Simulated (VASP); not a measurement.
BaTiO3, 5 atoms in the cell. Symmetry: Pm-3m, No. 221, cubic system. Conventional cell: a = 3.658 Å, b = 3.658 Å, c = 3.658 Å, α = 90.00°, β = 90.00°, γ = 90.00°. Within 3.4 Å of Ba (site symmetry m-3m) lie 12 O at 2.59 Å and 8 Ti at 3.17 Å. Ti (site symmetry m-3m) has 6 O at 1.83 Å within 2.4 Å. Within 2.4 Å of O (site symmetry 4/mmm) lie 2 Ti at 1.83 Å. 

* Program: VASP 6.6.1
* Task: relaxation of cell and atoms
* Functional: r2SCAN
* Potentials or basis: VASP PAW PBE potentials, release 64 (Ba_sv, Ti_sv, O)
* Cutoff: 600 eV
* k mesh: 8 × 8 × 8
* Occupations: gaussian, width 0.02 eV
* Spin: no spin polarisation
* Target pressure: 90 GPa
* Dipole correction: no
* Further INCAR settings: ALGO = Normal; EDIFF = 1e-06; IBRION = 2; EDIFFG = -0.008; NSW = 70; ISIF = 3

Potentials or basis: VASP PAW PBE potentials, release 64 (Ba_sv, Ti_sv, O).

The run is started by

```sh
$ cat potpaw_PBE.64/Ba_sv/POTCAR potpaw_PBE.64/Ti_sv/POTCAR potpaw_PBE.64/O/POTCAR > POTCAR
$ cp INCAR.step1 INCAR
$ mpirun -np 1 vasp_std > vasp.out
$ cp INCAR.step2 INCAR
$ mpirun -np 1 vasp_std > vasp.out
```

Hardware: 1 thread of Intel Xeon 8259CL, on a shared host.

Problem. Estimate the wall time of this run.

Solution. Wall time 6.6 min on 1 thread of Intel Xeon 8259CL (shared host), peak memory 0.22 GiB. Counts: k points 35, ion steps 3.
